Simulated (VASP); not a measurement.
## BeS: single point with PBEsol

Crystal: BeS.

```
Be S
1.0
     0.00000    2.24111    2.38949
     2.38949    0.00000    2.38949
     2.38949    2.24111    0.00000
Be S
1 1
Cartesian
  0.0000 0.0000 0.0000
  3.5842 3.3617 3.5842
```

This cell differs from its parent crystal: volume 12.796 Å^3 an atom, c/a of the conventional cell 0.9379.

* Program: VASP 6.6.1
* Task: single point
* Functional: PBEsol
* Potentials or basis: VASP PAW PBE potentials, release 64 (Be, S)
* Cutoff: 520 eV
* k mesh: 10 × 10 × 10
* Occupations: gaussian, width 0.05 eV
* Spin: no spin polarisation
* Dipole correction: no
* Further INCAR settings: ALGO = Normal; EDIFF = 1e-06; NBANDS = 11

```yaml
Pressure: 12.0 GPa
Band_gap_on_the_k_mesh: 2.08 eV, indirect (least direct gap 5.30 eV)
```

Stress tensor (GPa, compression positive):
```
10.11  0.00  0.00
 0.00 15.63  0.00
 0.00  0.00 10.11
```

Levels at points of the mesh, in eV from the valence-band top:
```tsv
k point	band 1	band 2	band 3	band 4	band 5	band 6	band 7	band 8
(0.00, 0.00, 0.00)	-14.72	-0.33	-0.33	0.00	5.30	5.37	5.37	6.42
(0.50, 0.00, 0.00)	-12.76	-6.82	-1.73	-1.11	5.25	5.88	6.86	11.28
(0.50, 0.50, 0.00)	-12.22	-6.04	-3.15	-3.02	2.65	4.69	12.96	13.38
(0.50, 0.00, 0.50)	-11.86	-5.54	-3.66	-3.66	2.08	4.06	13.38	13.38
```

Run time: 30 s on 1 thread of Intel Xeon 8259CL, on a shared host, peak memory 0.16 GiB.

Caveat: the PAW data sets were made with another functional, which shifts forces and pressure a little. A k mesh can miss the band edges.
